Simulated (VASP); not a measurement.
# W (Im-3m) in VASP: notebook, part 2 of 2

VASP 6.6.1. The steps go on from the part before.

### Step 4. Single point, LDA

This run uses another cell than the first one, of 15.41 Å³/atom, 0.998 times its volume.

The input, INCAR:

```
ALGO = Normal
EDIFF = 1E-6
ENCUT = 520
GGA = CA
ISIF = 2
ISMEAR = -1
LASPH = True
LCHARG = False
LREAL = False
LWAVE = False
NBANDS = 13
NELM = 80
PREC = Accurate
SIGMA = 0.15
```

The input, KPOINTS:

```
k-points
0
Gamma
  16 16 16
```

The input, POSCAR:

```
W
1.0
   -1.5676922786      1.5676922786      1.5676922786
    1.5676922786     -1.5676922786      1.5676922786
    1.5676922786      1.5676922786     -1.5676922786
W
1
Direct
    0.0000000000      0.0000000000      0.0000000000
```

Potentials or basis: VASP PAW LDA potentials, release 64 (W_sv).

Command:

```bash
$ cat potpaw_LDA.64/W_sv/POTCAR > POTCAR
$ mpirun -np 1 vasp_std > vasp.out
```

OUTCAR:

```text
EDIFF = 1E-6
   ENCUT = 520
   GGA = CA
   ISIF = 2
   ISMEAR = -1
   LASPH = True
   LREAL = False
   NELM = 80
   PREC = Accurate

 ion  position               nearest neighbor table
   1  0.000  0.000  0.000-

  LATTYP: Found a body centered cubic cell.
 ALAT       =     3.1353845572

  Lattice vectors:

 A1 = (  -1.5676922786,   1.5676922786,   1.5676922786)
 A2 = (   1.5676922786,  -1.5676922786,   1.5676922786)
 A3 = (   1.5676922786,   1.5676922786,  -1.5676922786)

Analysis of symmetry for initial positions (statically):
=====================================================================
 Subroutine PRICEL returns:
 Original cell was already a primitive cell.

 Routine SETGRP: Setting up the symmetry group for a
 body centered cubic supercell.

 Subroutine GETGRP returns: Found 48 space group operations
 (whereof 48 operations were pure point group operations)
 out of a pool of 48 trial point group operations.

The static configuration has the point symmetry O_h .

Analysis of symmetry for dynamics (positions and initial velocities):
=====================================================================
 Subroutine PRICEL returns:
 Original cell was already a primitive cell.

 Routine SETGRP: Setting up the symmetry group for a
 body centered cubic supercell.

 Subroutine GETGRP returns: Found 48 space group operations
 (whereof 48 operations were pure point group operations)
 out of a pool of 48 trial point group operations.

The dynamic configuration has the point symmetry O_h .

 Subroutine INISYM returns: Found 48 space group operations
 (whereof 48 operations are pure point group operations),
 and found     1 'primitive' translations

----------------------------------------------------------------------------------------

                                     Primitive cell

  volume of cell :      15.4114

  direct lattice vectors                    reciprocal lattice vectors
    -1.567692279  1.567692279  1.567692279     0.000000000  0.318940143  0.318940143
     1.567692279 -1.567692279  1.567692279     0.318940143  0.000000000  0.318940143
     1.567692279  1.567692279 -1.567692279     0.318940143  0.318940143  0.000000000

  length of vectors
     2.715322677  2.715322677  2.715322677     0.451049476  0.451049476  0.451049476

  position of ions in fractional coordinates (direct lattice)
     0.000000000  0.000000000  0.000000000

  ion indices of the primitive-cell ions
   primitive index   ion index
                 1           1

----------------------------------------------------------------------------------------

 KPOINTS: k-points

Automatic generation of k-mesh.
 Grid dimensions read from file:
 generate k-points for:   16   16   16

 Generating k-lattice:

  Cartesian coordinates                     Fractional coordinates (reciprocal lattice)
     0.000000000  0.019933759  0.019933759     0.062500000  0.000000000  0.000000000
     0.019933759  0.000000000  0.019933759     0.000000000  0.062500000  0.000000000
     0.019933759  0.019933759  0.000000000     0.000000000  0.000000000  0.062500000

  Length of vectors
     0.028190592  0.028190592  0.028190592

  Shift w.r.t. Gamma in fractional coordinates (k-lattice)
     0.000000000  0.000000000  0.000000000

 Subroutine IBZKPT returns following result:
 ===========================================

 Found    145 irreducible k-points:

 Following reciprocal coordinates:
            Coordinates               Weight
  0.000000  0.000000  0.000000      1.000000
  0.062500  0.000000  0.000000     12.000000
  0.125000  0.000000  0.000000     12.000000
  0.187500  0.000000  0.000000     12.000000
  0.250000  0.000000  0.000000     12.000000
  0.312500  0.000000  0.000000     12.000000
[... 16 lines left out ...]
  0.187500  0.187500  0.000000     24.000000
  0.250000  0.187500  0.000000     48.000000
 [... further k-points ...]
   k-points           NKPTS =    145   k-points in BZ     NKDIM =    145   number of bands    NBANDS=     13
   number of dos      NEDOS =    301   number of ions     NIONS =      1
   total plane-waves  NPLWV =   8000
   dimension x,y,z NGX =    20 NGY =   20 NGZ =   20
   dimension x,y,z NGXF=    40 NGYF=   40 NGZF=   40
   ions per type =               1
   NGX,Y,Z   is equivalent  to a cutoff of  12.25, 12.25, 12.25 a.u.
   NGXF,Y,Z  is equivalent  to a cutoff of  24.49, 24.49, 24.49 a.u.
 SYSTEM =  unknown system
   PREC   = accura    normal or accurate (medium, high low for compatibility)
   ISTART =      0    job   : 0-new  1-cont  2-samecut
   ICHARG =      2    charge: 1-file 2-atom 10-const
   ISPIN  =      1    spin polarized calculation?
   LNONCOLLINEAR =      F non collinear calculations
   LSORBIT =      F    spin-orbit coupling
   LASPH  =      T    aspherical Exc in radial PAW
   ENCUT  =  520.0 eV  38.22 Ry    6.18 a.u.   5.05  5.05  5.05*2*pi/ulx,y,z
   NELM   =     80;   NELMIN=  2; NELMDL= -5     # of ELM steps
   EDIFF  = 0.1E-05   stopping-criterion for ELM
   LREAL  =      F    real-space projection
   EDIFFG = 0.1E-04   stopping-criterion for IOM
   NSW    =      0    number of steps for IOM
   IBRION =     -1    ionic relax: 0-MD 1-quasi-New 2-CG
   NFREE  =      0    steps in history (QN), initial steepest desc. (CG)
   ISIF   =      2    stress and relaxation
   ISYM   =      2    0-nonsym 1-usesym 2-fastsym
   POTIM  = 0.5000    time-step for ionic-motion
   TEBEG  =    0.0;   TEEND  =   0.0 temperature during run
   PSTRESS=    0.0 pullay stress
   NELECT =      14.0000    total number of electrons
   NUPDOWN=      -1.0000    fix difference up-down
   EMIN   =  10.00;   EMAX   =-10.00  energy-range for DOS
   EFERMI =   0.00;   METHOD = LEGACY
   ISMEAR =    -1;   SIGMA  =   0.15  broadening in eV -4-tet -1-fermi 0-gaus
   EFERMI_NEDOS =   21; number of points for ismear=-14 and -15
   IALGO  =     38    algorithm
   IMIX   =      4    mixing-type and parameters
     AMIX     =   0.40;   BMIX     =  1.00
     AMIX_MAG =   1.60;   BMIX_MAG =  1.00
  volume/ion in A,a.u.               =      15.41       104.00
  Fermi-wavevector in a.u.,A,eV,Ry     =   1.585514  2.996187 34.203060  2.513854
  Thomas-Fermi vector in A             =   2.684967
   LORBIT       =      0    0 simple, 1 ext, 2 COOP (PROOUT), +10 PAW based schemes
   GGA     = CA    functional components
   LHFCALC =     F    Hartree Fock is set to
   AEXX    =    0.0000 exact exchange contribution
   IVDW    =     0    specifies the selected vdW correction
   LEPSILON=     F    determine dielectric tensor
   LRPA    =     F    only Hartree local field effects (RPA)
 non-spin polarized calculation
  energy-cutoff  :      520.00
  volume of cell :       15.41
 maximum number of plane-waves:       428
   NGX =  9   NGY =  9   NGZ =  9

 number of electron      14.0000004 magnetization

 Free energy of the ion-electron system (eV)
  ---------------------------------------------------
  ext. energy  EPLUGINS =         0.00000000
  ---------------------------------------------------
  free energy    TOTEN  =       -14.12549406 eV

  energy without entropy =      -14.09238559  energy(sigma->0) =      -14.10893983

 E-fermi :  11.7244     XC(G=0): -13.9879

 val. band max:       11.7149491732   @ k =  -0.1250   0.1875   0.0625
 cond. band min:      11.7542378529   @ k =  -0.2500   0.2500   0.1250
 fundamental gap:      0.0392886797
 Fermi energy:        11.7244365835

 k-point     1 :       0.0000    0.0000    0.0000
  band No.  band energies     occupation
      1     -61.9768      2.00000
      2     -25.7399      2.00000
      3     -25.7399      2.00000
      4     -25.7399      2.00000
      5       2.0361      2.00000
      6      10.4256      1.99965
      7      10.4256      1.99965
      8      10.4256      1.99965
      9      13.9896      0.00000
     10      13.9896      0.00000
     11      26.3709      0.00000
     12      26.3709      0.00000
     13      26.3709      0.00000

 k-point     2 :       0.0625    0.0000    0.0000
  band No.  band energies     occupation
      1     -61.9709      2.00000
      2     -25.7995      2.00000
      3     -25.7583      2.00000
      4     -25.7402      2.00000
      5       2.2331      2.00000
      6      10.3059      1.99984
      7      10.3992      1.99971
      8      10.6157      1.99877
      9      13.7977      0.00000
     10      13.9905      0.00000
     11      26.5404      0.00000
[... 339 lines left out ...]
 k-point    24 :       0.2500    0.1875    0.0000
  band No.  band energies     occupation
      1     -61.8381      2.00000
      2     -26.8715      2.00000
      3     -26.2109      2.00000
      4     -25.8650      2.00000
      5       6.3326      2.00000
      6       8.4907      2.00000
      7       9.4008      2.00000
      8      13.2993      0.00006
      9      14.8960      0.00000
     10      17.2628      0.00000
     11      24.5749      0.00000
     12      27.3777      0.00000
     13      29.3327      0.00000

 [... further k-points ...]
[... 5 lines left out ...]
  --------------------------------------------------------------------------------------
  -------------------------------------------------------------------------------------
  Total        0.1812991      0.1812991      0.1812991      0.0000000     -0.0000000      0.0000000
  in kB       18.8479323     18.8479323     18.8479323      0.0000000     -0.0000000      0.0000000
  external PRESSURE =      18.8479323 kB  Pullay stress =       0.0000000 kB

 VOLUME and BASIS-vectors are now :
 -----------------------------------------------------------------------------
  energy-cutoff  :      520.00
  volume of cell :       15.41
      direct lattice vectors                 reciprocal lattice vectors
    -1.567692279  1.567692279  1.567692279     0.000000000  0.318940143  0.318940143
     1.567692279 -1.567692279  1.567692279     0.318940143  0.000000000  0.318940143
     1.567692279  1.567692279 -1.567692279     0.318940143  0.318940143  0.000000000

 POSITION                                       TOTAL-FORCE (eV/Angst)
 -----------------------------------------------------------------------------------
      0.00000      0.00000      0.00000        -0.000000      0.000000     -0.000000
 -----------------------------------------------------------------------------------
    total drift:                                0.000000      0.000000      0.000000

  FREE ENERGIE OF THE ION-ELECTRON SYSTEM (eV)
  ---------------------------------------------------
  free  energy   TOTEN  =       -14.1254940591 eV

  energy  without entropy=      -14.0923855942  energy(sigma->0) =      -14.10893983
```

stdout:

```text
POSCAR found type information on POSCAR W
 POSCAR found :  1 types and       1 ions
 scaLAPACK will be used
 LDA part: xc-table for (Slater(with rela. corr.)+CA(PZ))
 , standard interpolation
 POSCAR, INCAR and KPOINTS ok, starting setup
 FFT: planning ... GRIDC
 FFT: planning ... GRID_SOFT
 FFT: planning ... GRID
 WAVECAR not read
 entering main loop
```

Run time: 9.4 s. Hardware: 1 thread of Intel Xeon 6975P-C (Granite Rapids), shared host; peak memory 0.14 GiB.

What came out:

- Free energy: -14.1255 eV
- Pressure: 1.9 GPa
- Band gap on the k mesh: zero (band 7 reaches 17.09 eV, above the bottom of band 8 at 10.43 eV)

Caveat: spin-orbit coupling is left out, which moves the levels of the heavy elements.

### Step 5. Relaxation of cell and atoms, LDA

The input, INCAR:

```
PREC     = Accurate       # precision mode
ENCUT    = 600            # plane-wave cutoff, eV
EDIFF    = 1E-7           # SCF threshold, eV
ISMEAR   = 0              # smearing method
SIGMA    = 0.1            # smearing width, eV
LREAL    = False          # projectors in reciprocal space
LASPH    = True           # aspherical terms in the spheres
NELM     = 60             # most SCF steps
ALGO     = Normal         # electronic algorithm
ISIF     = 3              # what is computed and relaxed
LWAVE    = False          # write WAVECAR
LCHARG   = False          # write CHGCAR
GGA      = CA             # functional
IBRION   = 2              # ionic algorithm
NSW      = 100            # ionic steps
EDIFFG   = -0.002         # ionic threshold
```

The input, KPOINTS:

```
regular mesh
0
Gamma
  16 16 16
```

The input, POSCAR:

```
W
1.0
   -1.5689684586      1.5689684586      1.5689684586
    1.5689684586     -1.5689684586      1.5689684586
    1.5689684586      1.5689684586     -1.5689684586
W
1
Direct
    0.0000000000      0.0000000000      0.0000000000
```

Command:

```bash
$ cat potpaw_LDA.64/W_sv/POTCAR > POTCAR
$ mpirun -np 1 vasp_std > vasp.out
```

Run time: 19 s. Hardware: 1 thread of Intel Xeon 6975P-C (Granite Rapids), shared host; peak memory 0.15 GiB.

It converged, with:

```
Free energy                            : -14.1109 eV
Relaxed volume                         : 15.49 Å³/atom
Relaxed cell                           : a = 2.720 Å, b = 2.720 Å, c = 2.720 Å, α = 109.47°, β = 109.47°, γ = 109.47°
Space group after relaxing (to 0.05 Å) : Im-3m (No. 229)
Energy gained by relaxing              : 0.1 meV/atom
Ionic steps                            : 3
Pressure after relaxing                : 0.0 GPa
Band gap on the k mesh                 : zero (band 7 reaches 16.97 eV, above the bottom of band 8 at 10.36 eV)
```

Step by step:
```
step  energy change (eV)  largest force (eV/Å)  pressure (GPa)  volume (Å³)
   1              0.0000                0.0000            0.96        15.45
   2              0.0017                0.0000           -3.48        15.66
   3             -0.0001                0.0000           -0.01        15.49
```

Final structure:
```
W
1.0
    -1.57044    1.57044    1.57044
     1.57044   -1.57044    1.57044
     1.57044    1.57044   -1.57044
W
1
Direct
  0.00000 0.00000 0.00000
```

Levels at points of the mesh, in eV from the Fermi level:
```
           k point  band 3  band 4  band 5  band 6  band 7  band 8  band 9  band 10  band 11
(0.00, 0.00, 0.00)  -37.52  -37.52   -9.70   -1.33   -1.33   -1.33    2.21     2.21    14.60
(0.50, 0.00, 0.00)  -37.98  -37.53   -6.44   -3.73    0.89    2.13    3.12     6.31    11.44
(0.50, 0.50, 0.50)  -38.50  -38.50   -6.07   -6.07    5.28    5.28    5.28     8.51     8.51
```

Caveat: spin-orbit coupling is left out, which moves the levels of the heavy elements.

### Step 6. The runs side by side

| task | cell | k mesh | cutoff (eV) | smearing | gap on the mesh (eV) | pressure (GPa) |
| --- | --- | --- | --- | --- | --- | --- |
| single point | a = 2.718 Å, angles 109.5°, 1 atom | 8 × 8 × 8 | 520 | gaussian 0.1 eV | none | 1.9 |
| single point | a = 2.715 Å, angles 109.5°, 1 atom | 16 × 16 × 16 | 520 | gaussian 0.1 eV | none | 1.9 |
| single point | a = 2.715 Å, angles 109.5°, 1 atom | 16 × 16 × 16 | 520 | fermi-dirac 0.15 eV | none | 1.9 |
| relaxation of cell and atoms | relaxed from a = 2.718 Å, angles 109.5°, 1 atom | 16 × 16 × 16 | 600 | gaussian 0.1 eV | none | 0.0 |

Alike in all rows: level LDA; potentials or basis VASP PAW LDA potentials, release 64 (W_sv); no spin polarisation.

Every run on the cell as given and a fine mesh finds a metal.

Caveats: spin-orbit coupling is left out, which moves the levels of the heavy elements.

Total energies depend on the potentials used, so only differences within one code and one set of settings carry meaning.
